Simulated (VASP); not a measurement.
Crystal: Si2B2C.

```
Si B C
1.0
     3.23522    0.00000    0.00000
    -1.61761    2.80179    0.00000
     0.00000    0.00000   11.95082
Si B C
4 4 2
Direct
  0.66667 0.33333 0.56026
  0.66667 0.33333 0.93974
  0.33333 0.66667 0.43974
  0.33333 0.66667 0.06026
  0.66667 0.33333 0.40255
  0.66667 0.33333 0.09745
  0.33333 0.66667 0.90255
  0.33333 0.66667 0.59745
  0.00000 0.00000 0.75000
  0.00000 0.00000 0.25000
```

* Program: VASP 6.6.1
* Task: relaxation of cell and atoms
* Functional: PBE
* Potentials or basis: VASP PAW PBE potentials, release 64 (Si, B, C)
* Cutoff: 600 eV
* k mesh: 6 × 6 × 2
* Occupations: gaussian, width 0.1 eV
* Spin: no spin polarisation

At the start: pressure 23.8 GPa; volume 10.83 Å³/atom.

**Question.** Where does the relaxation end?

**Answer.** Over 63 steps the energy falls by 1389.4 meV/atom and the volume is 8.76 Å³/atom (-19.1 %); space group P6_3/mmc (No. 194, to 0.05 Å).

Step by step:
```tsv
step	energy change (eV)	largest force (eV/Å)	pressure (GPa)	volume (Å³)
1	0.0000	4.7542	23.78	108.33
3	-3.2385	1.3286	-7.83	125.46
5	-4.6257	0.5820	7.95	106.38
7	-4.8773	0.1443	1.75	108.38
9	-4.9000	0.1278	0.00	110.02
11	-4.9068	0.0769	0.35	110.35
13	-4.9093	0.0672	0.16	110.51
15	-4.9131	0.0885	0.04	110.85
17	-4.9248	0.0688	0.19	111.63
19	-5.0499	0.2209	-1.91	115.21
21	-5.1237	0.2824	-4.06	116.55
23	-5.1496	0.2935	-6.04	117.58
25	-5.1502	0.2945	-6.34	117.72
27	-5.1512	0.2957	-6.46	117.77
29	-5.1534	0.3007	-6.95	117.95
31	-5.1592	0.3060	-6.90	117.85
33	-5.1849	0.3315	-6.66	117.40
35	-5.2805	0.4490	-5.74	115.61
37	-5.6194	1.3901	-3.02	108.59
39	-5.7230	1.9138	-2.09	105.50
41	-5.8041	3.1692	-1.57	102.34
43	-6.0118	5.0867	-0.26	98.96
45	-6.9028	6.4866	0.13	95.54
47	-7.1727	15.9212	36.21	80.95
49	-9.1866	10.5773	10.75	86.59
51	-10.6364	9.7835	26.43	81.25
53	-13.3281	3.6710	10.39	84.39
55	-13.8718	0.5820	1.02	87.16
57	-13.8812	0.2517	1.67	86.90
59	-13.8914	0.1451	0.14	87.51
61	-13.8928	0.0880	-0.65	87.84
63	-13.8940	0.0267	-0.09	87.63
```

Final structure:
```xyz
10
Lattice="2.9552 0.0000 0.0000 -1.4776 2.5593 0.0000 0.0000 0.0000 11.5857" Properties=species:S:1:pos:R:3 pbc="T T T"
Si    1.4776    0.8531    7.5019
Si    1.4776    0.8531    9.8766
Si    0.0000    1.7062    4.0838
Si    0.0000    1.7062    1.7091
B     1.4776    0.8531    5.5223
B     1.4776    0.8531    0.2706
B     0.0000    1.7062   11.3151
B     0.0000    1.7062    6.0634
C     0.0000    0.0000    8.6893
C     0.0000    0.0000    2.8964
```

Caveat: the k points lie up to 0.41 Å⁻¹ apart in the final cell; the volume moved by over 15 % at a fixed basis, so the end points are rough.
